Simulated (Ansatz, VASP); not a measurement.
**LiGeN: VASP beside Ansatz**

```xyz
6
Lattice="3.0154 0.0000 0.0000 -1.5077 2.6114 0.0000 0.0000 0.0000 9.4299" Properties=species:S:1:pos:R:3 pbc="T T T"
Li    1.5077    0.8705    6.9936
Li    0.0000    1.7409    2.2786
Ge    0.0000    0.0000    4.7017
Ge    0.0000    0.0000    9.4167
N     0.0000    1.7409    5.6995
N     1.5077    0.8705    0.9845
```

Alike in both runs: functional PBE; k mesh 12 × 12 × 4; occupations gaussian, width 0.02 eV; no spin polarisation.

Ansatz relaxed the structure, and its values are those at the end. VASP's run is a single point on that final structure, the one shown.

```csv
,VASP,Ansatz
version,VASP 6.6.1,Ansatz 0.2.0
potentials or method,"VASP PAW PBE potentials, release 64 (Li_sv, Ge_d, N), cutoff 520 eV","scalar-relativistic, plane waves, PAW"
valence electrons in the cell,44,44
```

VASP gave:

```
gap on the k mesh at the Fermi level (eV) : 1.46
least direct gap on the mesh (eV)         : 2.44
rms of the force components (eV/Å)        : 0.009
```

Q: Estimate Ansatz's values.

A: gap on the k mesh at the Fermi level (eV): 1.46; least direct gap on the mesh (eV): 2.44; rms of the force components (eV/Å): 0.001.

Noted on VASP's run: the cutoff is short for stress, so the pressure is rough.
